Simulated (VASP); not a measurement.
# SnO in VASP: single point with PBE+D3(BJ)

Aim: the single point of SnO with PBE+D3(BJ).

Program: VASP 6.6.1. These are calculated values, not measurements. Logs are shortened: lines on timing, memory, paths and dates and some standing lists are left out, and cuts for length are marked.

## Step 1: The cell of the first run

The cell holds a slab with vacuum, 8 atoms: a = 3.820 Å, b = 3.820 Å, c = 22.226 Å, α = 90.00°, β = 90.00°, γ = 90.00°.

## Step 2: Single point, PBE+D3(BJ) (layers slid over each other)

File INCAR:

```
SYSTEM = SnO
PREC = Accurate
ENCUT = 520
EDIFF = 1E-7
ISMEAR = 0
SIGMA = 0.05
LREAL = .False.
LASPH = .True.
NELM = 100
ALGO = Normal
ISIF = 2
LWAVE = .False.
LCHARG = .False.
LDIPOL = .True.
IDIPOL = 3
DIPOL = 0.5 0.5 0.394
GGA = PE
IVDW = 12
NBANDS = 50
```

File KPOINTS:

```
regular mesh
0
Gamma
  7 7 1
  0 0 0
```

File POSCAR:

```
SnO
1.0
    3.8201526160      0.0002954389      0.0000000000
   -0.0003145156      3.8201526145      0.0000000000
    0.0000000000      0.0000000000     22.2260756252
Sn O
4 4
Direct
    0.9999453016      0.9999453016      0.2024648920
    0.4999453016      0.4999453016      0.3087831576
    0.7499453016      0.9999453016      0.4797535108
    0.2499453016      0.4999453016      0.5860717765
    0.9999461184      0.4999461184      0.2556240248
    0.4999461184      0.9999461184      0.2556240248
    0.7499461184      0.4999461184      0.5329126436
    0.2499461184      0.9999461184      0.5329126436
```

Potentials or basis: VASP PAW PBE potentials, release 64 (Sn_d, O).

On the command line:

```console
> cat potpaw_PBE.64/Sn_d/POTCAR potpaw_PBE.64/O/POTCAR > POTCAR
> mpirun -np 1 vasp_std > vasp.out
```

OUTCAR:

```text
SYSTEM = SnO
   PREC = Accurate
   ENCUT = 520
   EDIFF = 1E-7
   ISMEAR = 0
   LREAL = .False.
   LASPH = .True.
   NELM = 100
   ISIF = 2
   GGA = PE
   IVDW = 12
 IVDW          = 12

 ion  position               nearest neighbor table
   1  1.000  1.000  0.202-   6 2.25   5 2.25   6 2.25   5 2.25   2 3.59   2 3.59   2 3.59   2 3.59

   2  0.500  0.500  0.309-   5 2.25   6 2.25   5 2.25   6 2.25   1 3.59   1 3.59   1 3.59   1 3.59

   3  0.750  1.000  0.480-   8 2.25   7 2.25   8 2.25   7 2.25   4 3.59   4 3.59   4 3.59   4 3.59

   4  0.250  0.500  0.586-   7 2.25   8 2.25   7 2.25   8 2.25   3 3.59   3 3.59   3 3.59   3 3.59

   5  1.000  0.500  0.256-   2 2.25   1 2.25   2 2.25   1 2.25
   6  0.500  1.000  0.256-   1 2.25   2 2.25   1 2.25   2 2.25
   7  0.750  0.500  0.533-   3 2.25   4 2.25   3 2.25   4 2.25
   8  0.250  1.000  0.533-   3 2.25   4 2.25   3 2.25   4 2.25

  LATTYP: Found a simple tetragonal cell.
 ALAT       =     3.8201526274
 C/A-ratio  =     5.8181119429

  Lattice vectors:

 A1 = (   3.8201526160,   0.0002954389,   0.0000000000)
 A2 = (  -0.0003145156,   3.8201526145,   0.0000000000)
 A3 = (   0.0000000000,   0.0000000000,  22.2260756252)

Analysis of symmetry for initial positions (statically):
=====================================================================
 Subroutine PRICEL returns:
 Original cell was already a primitive cell.

 Routine SETGRP: Setting up the symmetry group for a
 simple tetragonal supercell.

 Subroutine GETGRP returns: Found  4 space group operations
 (whereof  1 operations were pure point group operations)
 out of a pool of 16 trial point group operations.

The static configuration has the point symmetry C_1 .
 The point group associated with its full space group is C_2h.

Analysis of symmetry for dynamics (positions and initial velocities):
=====================================================================
 Subroutine PRICEL returns:
 Original cell was already a primitive cell.

 Routine SETGRP: Setting up the symmetry group for a
 simple tetragonal supercell.

 Subroutine GETGRP returns: Found  4 space group operations
 (whereof  1 operations were pure point group operations)
 out of a pool of 16 trial point group operations.

The dynamic configuration has the point symmetry C_1 .
 The point group associated with its full space group is C_2h.

 Subroutine INISYM returns: Found  4 space group operations
 (whereof  1 operations are pure point group operations),
 and found     1 'primitive' translations

----------------------------------------------------------------------------------------

                                     Primitive cell

  volume of cell :     324.3577

  direct lattice vectors                    reciprocal lattice vectors
     3.820152616  0.000295439  0.000000000     0.261769645  0.000021552  0.000000000
    -0.000314516  3.820152614  0.000000000    -0.000020244  0.261769645  0.000000000
     0.000000000  0.000000000 22.226075625     0.000000000  0.000000000  0.044992198

  length of vectors
     3.820152627  3.820152627 22.226075625     0.261769646  0.261769646  0.044992198

  position of ions in fractional coordinates (direct lattice)
     0.999945302  0.999945302  0.202464892
     0.499945302  0.499945302  0.308783158
     0.749945302  0.999945302  0.479753511
     0.249945302  0.499945302  0.586071776
     0.999946118  0.499946118  0.255624025
     0.499946118  0.999946118  0.255624025
     0.749946118  0.499946118  0.532912644
     0.249946118  0.999946118  0.532912644

  ion indices of the primitive-cell ions
   primitive index   ion index
                 1           1
                 2           2
                 3           3
                 4           4
                 5           5
                 6           6
                 7           7
                 8           8

----------------------------------------------------------------------------------------

 KPOINTS: regular mesh

Automatic generation of k-mesh.
 Grid dimensions read from file:
 generate k-points for:    7    7    1

 Generating k-lattice:

  Cartesian coordinates                     Fractional coordinates (reciprocal lattice)
     0.037395664  0.000003079  0.000000000     0.142857143 -0.000000000  0.000000000
    -0.000002892  0.037395664  0.000000000     0.000000000  0.142857143  0.000000000
     0.000000000  0.000000000  0.044992198     0.000000000  0.000000000  1.000000000

  Length of vectors
     0.037395664  0.037395664  0.044992198

  Shift w.r.t. Gamma in fractional coordinates (k-lattice)
     0.000000000  0.000000000  0.000000000

 Subroutine IBZKPT returns following result:
 ===========================================

 Found     16 irreducible k-points:

 Following reciprocal coordinates:
            Coordinates               Weight
  0.000000  0.000000  0.000000      1.000000
  0.142857  0.000000  0.000000      2.000000
 -0.000000  0.142857  0.000000      2.000000
  0.285714  0.000000  0.000000      2.000000
  0.000000  0.285714  0.000000      2.000000
  0.428571  0.000000  0.000000      2.000000
[... 8 lines left out ...]
 -0.285714  0.428571  0.000000      4.000000
  0.428571  0.428571  0.000000      4.000000
   k-points           NKPTS =     16   k-points in BZ     NKDIM =     16   number of bands    NBANDS=     50
   number of dos      NEDOS =    301   number of ions     NIONS =      8
   total plane-waves  NPLWV = 131712
   dimension x,y,z NGX =    28 NGY =   28 NGZ =  168
   dimension x,y,z NGXF=    56 NGYF=   56 NGZF=  336
   ions per type =               4   4
   NGX,Y,Z   is equivalent  to a cutoff of  12.19, 12.19, 12.57 a.u.
   NGXF,Y,Z  is equivalent  to a cutoff of  24.37, 24.37, 25.13 a.u.
 SYSTEM =  SnO
   PREC   = accura    normal or accurate (medium, high low for compatibility)
   ISTART =      0    job   : 0-new  1-cont  2-samecut
   ICHARG =      2    charge: 1-file 2-atom 10-const
   ISPIN  =      1    spin polarized calculation?
   LNONCOLLINEAR =      F non collinear calculations
   LSORBIT =      F    spin-orbit coupling
   LASPH  =      T    aspherical Exc in radial PAW
   ENCUT  =  520.0 eV  38.22 Ry    6.18 a.u.   7.10  7.10 41.33*2*pi/ulx,y,z
   NELM   =    100;   NELMIN=  2; NELMDL= -5     # of ELM steps
   EDIFF  = 0.1E-06   stopping-criterion for ELM
   LREAL  =      F    real-space projection
   EDIFFG = 0.1E-05   stopping-criterion for IOM
   NSW    =      0    number of steps for IOM
   IBRION =     -1    ionic relax: 0-MD 1-quasi-New 2-CG
   NFREE  =      0    steps in history (QN), initial steepest desc. (CG)
   ISIF   =      2    stress and relaxation
   ISYM   =      2    0-nonsym 1-usesym 2-fastsym
   POTIM  = 0.5000    time-step for ionic-motion
   TEBEG  =    0.0;   TEEND  =   0.0 temperature during run
   PSTRESS=    0.0 pullay stress
   NELECT =      80.0000    total number of electrons
   NUPDOWN=      -1.0000    fix difference up-down
   EMIN   =  10.00;   EMAX   =-10.00  energy-range for DOS
   EFERMI =   0.00;   METHOD = LEGACY
   ISMEAR =     0;   SIGMA  =   0.05  broadening in eV -4-tet -1-fermi 0-gaus
   EFERMI_NEDOS =   21; number of points for ismear=-14 and -15
   IALGO  =     38    algorithm
   IMIX   =      4    mixing-type and parameters
     AMIX     =   0.40;   BMIX     =  1.00
     AMIX_MAG =   1.60;   BMIX_MAG =  1.00
  volume/ion in A,a.u.               =      40.54       273.61
  Fermi-wavevector in a.u.,A,eV,Ry     =   1.026668  1.940121 14.341187  1.054047
  Thomas-Fermi vector in A             =   2.160573
   LORBIT       =      0    0 simple, 1 ext, 2 COOP (PROOUT), +10 PAW based schemes
   GGA     = PE    functional components
   LHFCALC =     F    Hartree Fock is set to
   AEXX    =    0.0000 exact exchange contribution
   IVDW    =    12    specifies the selected vdW correction
   LEPSILON=     F    determine dielectric tensor
   LRPA    =     F    only Hartree local field effects (RPA)
 non-spin polarized calculation
 Gauss-broadening in eV      SIGMA  =   0.05
  energy-cutoff  :      520.00
  volume of cell :      324.36
 maximum number of plane-waves:      8769
   NGX = 15   NGY = 15   NGZ = 83

 dipolmoment           0.000000      0.000000      0.000185 electrons x Angstroem

 number of electron      79.9999970 magnetization

 dipolmoment           0.000000      0.000000     -0.000001 electrons x Angstroem

 Free energy of the ion-electron system (eV)
  ---------------------------------------------------
  ext. energy  EPLUGINS =         0.00000000
  ---------------------------------------------------
  free energy    TOTEN  =       -45.19269652 eV

  energy without entropy =      -45.19269652  energy(sigma->0) =      -45.19269652

 E-fermi :   0.1641     XC(G=0):  -5.2773

 val. band max:       -0.1129593967   @ k =   0.1429   0.0000   0.0000
 cond. band min:       2.2974088189   @ k =   0.4286   0.0000   0.0000
 fundamental gap:      2.4103682156
 Fermi energy:         0.1641315070

 k-point     1 :       0.0000    0.0000    0.0000
  band No.  band energies     occupation
      1     -21.0630      2.00000
      2     -21.0628      2.00000
      3     -20.7026      2.00000
      4     -20.7025      2.00000
      5     -20.6652      2.00000
      6     -20.6648      2.00000
[... 42 lines left out ...]
     49       5.1617      0.00000
     50       5.2811      0.00000

 k-point     2 :       0.1429    0.0000    0.0000
  band No.  band energies     occupation
      1     -21.0540      2.00000
      2     -21.0538      2.00000
      3     -20.7033      2.00000
      4     -20.7030      2.00000
      5     -20.6669      2.00000
      6     -20.6655      2.00000
[... 734 lines left out ...]
 k-point    16 :       0.4286    0.4286    0.0000
  band No.  band energies     occupation
      1     -21.0040      2.00000
      2     -21.0031      2.00000
      3     -20.9901      2.00000
      4     -20.9892      2.00000
      5     -20.6692      2.00000
      6     -20.6689      2.00000
[... 42 lines left out ...]
     49       6.0050      0.00000
     50       6.3683      0.00000

------------------------ aborting loop because EDIFF is reached ----------------------------------------

 vacuum level on the upper side and lower side of the slab       (xc-potential included)        -0.118        -0.117

 Edisp (eV)   -1.27590

 E8    (eV) :    -0.5649

  FORCE on cell =-STRESS in cart. coord.  units (eV):
  Direction    XX          YY          ZZ          XY          YZ          ZX
  --------------------------------------------------------------------------------------
  -------------------------------------------------------------------------------------
  Total       0.16225     0.24632    -0.32528    -0.00001     0.00002     0.27617
  in kB       0.80146     1.21669    -1.60674    -0.00004     0.00011     1.36417
  external pressure =        0.14 kB  Pullay stress =        0.00 kB

 VOLUME and BASIS-vectors are now :
 -----------------------------------------------------------------------------
  energy-cutoff  :      520.00
  volume of cell :      324.36
      direct lattice vectors                 reciprocal lattice vectors
     3.820152616  0.000295439  0.000000000     0.261769645  0.000021552  0.000000000
    -0.000314516  3.820152614  0.000000000    -0.000020244  0.261769645  0.000000000
     0.000000000  0.000000000 22.226075625     0.000000000  0.000000000  0.044992198

 POSITION                                       TOTAL-FORCE (eV/Angst)
 -----------------------------------------------------------------------------------
      3.81963      3.82024      4.50000        -0.005528     -0.000000     -0.071826
      1.90971      1.91002      6.86304        -0.024231     -0.000002      0.153192
      2.86459      3.82017     10.66304         0.024231      0.000002     -0.153192
      0.95467      1.90994     13.02608         0.005528      0.000000      0.071826
      3.81979      1.91017      5.68152        -0.033338     -0.000003      0.017173
      1.90956      3.82009      5.68152         0.011140      0.000001      0.015430
      2.86475      1.91009     11.84456        -0.011140     -0.000001     -0.015430
      0.95452      3.82002     11.84456         0.033338      0.000003     -0.017173
 -----------------------------------------------------------------------------------
    total drift:                               -0.013975     -0.013978     -0.000051

  FREE ENERGIE OF THE ION-ELECTRON SYSTEM (eV)
  ---------------------------------------------------
  free  energy   TOTEN  =       -46.4685933851 eV

  energy  without entropy=      -46.4685933851  energy(sigma->0) =      -46.46859339

 vacuum level on the upper side and lower side of the slab         4.816         4.817
```

Wall time 4.1 min (1 thread of AMD EPYC 9R45 (Zen 5), shared host); peak memory 0.42 GiB.

What came out:

| Quantity | Value |
| --- | --- |
| Free energy | -46.4686 eV |
| Largest force | 0.155 eV/Å |
| Band gap on the k mesh | 2.41 eV (least direct gap 2.50 eV) |
| Dispersion energy per atom | -0.159 eV |

Forces in eV/Å, atoms in the order of the input:
```
Sn  -0.006  0.000 -0.072
Sn  -0.024  0.000  0.153
Sn   0.024  0.000 -0.153
Sn   0.006  0.000  0.072
O   -0.033  0.000  0.017
O    0.011  0.000  0.015
O   -0.011  0.000 -0.015
O    0.033  0.000 -0.017
```

Caveat: the cell differs from its parent crystal (layers slid over each other); spin-orbit coupling is left out, which moves the levels of the heavy elements.
